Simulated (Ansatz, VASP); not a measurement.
**CuI in VASP and in Ansatz**

INCAR

```
ALGO = Normal
EDIFF = 1E-8
ENCUT = 520
GGA = PE
ISIF = 2
ISMEAR = -1
LASPH = True
LCHARG = False
LEFG = True
LREAL = False
LWAVE = False
NBANDS = 16
NELM = 100
PREC = Accurate
SIGMA = 0.05
```

Contents of KPOINTS:

```
k-points
0
Gamma
  12 12 12
```

The input POSCAR:

```
CuI
1.0
    0.0000000000      3.0389565618      3.0389565618
    3.0389565618      0.0000000000      3.0389565618
    3.0389565618      3.0389565618      0.0000000000
Cu I
1 1
Direct
    0.2500000000      0.2500000000      0.2500000000
    0.0000000000      0.0000000000      0.0000000000
```

Input for Ansatz:

```yaml
crystal:
  lattice:
    - [0.0, 3.0389565618, 3.0389565618]
    - [3.0389565618, 0.0, 3.0389565618]
    - [3.0389565618, 3.0389565618, 0.0]
  atoms:
    - { symbol: Cu, position: [0.25, 0.25, 0.25] }
    - { symbol: I, position: [0.0, 0.0, 0.0] }
kpoints:
  mp_grid: { grid: [12, 12, 12] }
scf:
  occupations: { method: fermi_dirac, width: 0.05 }
hamiltonian:
  xc: pbe
  pseudopotentials: { kind: all_electron, datasets: crystal }
output:
  forces: true
  stress: true
  eigenvalues: true
  efg: { contact_densities: true }
```

Alike in both runs: task electric field gradients; functional PBE; k mesh 12 × 12 × 12; occupations fermi-dirac, width 0.05 eV; no spin polarisation.

|  | VASP | Ansatz |
| --- | --- | --- |
| version | VASP 6.6.1 | Ansatz 0.2.0 |
| potentials or method | VASP PAW PBE potentials, release 64 (Cu, I), cutoff 520 eV | all-electron PAW with datasets made for the crystal, scalar-relativistic |

```csv
,VASP,Ansatz,Ansatz less VASP
pressure (GPa),0.1,0.0,-0.03
```

Ansatz ran all-electron here, and VASP with PAW potentials.

Neither program's run includes spin-orbit coupling.
